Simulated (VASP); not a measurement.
A run of VASP 6.6.1 is set up as follows.

File INCAR:

```
SYSTEM = Co
ALGO     = Normal         ! electronic algorithm
EDIFF    = 1E-7           ! SCF threshold, eV
ENCUT    = 520            ! plane-wave cutoff, eV
ISIF     = 2              ! what is computed and relaxed
ISMEAR   = -1             ! smearing method
LASPH    = .TRUE.         ! aspherical terms in the spheres
LCHARG   = .FALSE.        ! write CHGCAR
LREAL    = .FALSE.        ! projectors in reciprocal space
LWAVE    = .FALSE.        ! write WAVECAR
NBANDS   = 16             ! bands
NELM     = 80             ! most SCF steps
PREC     = Accurate       ! precision mode
SIGMA    = 0.1            ! smearing width, eV
```

The input KPOINTS:

```
k-points
0
G
  25 25 13
  0 0 0
```

The input POSCAR:

```
Co
1.0
    2.3337936500      0.0000000000      0.0000000000
   -1.1668968250      2.0211245881      0.0000000000
    0.0000000000      0.0000000000      3.7597252902
Co
2
Direct
    0.3333333333      0.6666666667      0.2500000000
    0.6666666667      0.3333333333      0.7500000000
```

Potentials or basis: VASP PAW LDA potentials, release 64 (Co).

Launch:

```bash
$ cat potpaw_LDA.64/Co/POTCAR > POTCAR
$ mpirun -np 1 vasp_std > vasp.out
```

Task: Predict the pressure.

Result: 30.1 GPa.

Task: Predict the band gap on the k mesh.

Result: Zero (band 9 reaches 13.75 eV, above the bottom of band 10 at 11.79 eV).

Stress tensor (GPa, compression positive):
```
29.85  0.00  0.00
 0.00 29.85  0.00
 0.00  0.00 30.46
```

Caveat: the run has no spin polarisation, though such a crystal can be magnetic. Spin polarisation is off, so any magnetic state and its effect on volume and gap are missing.
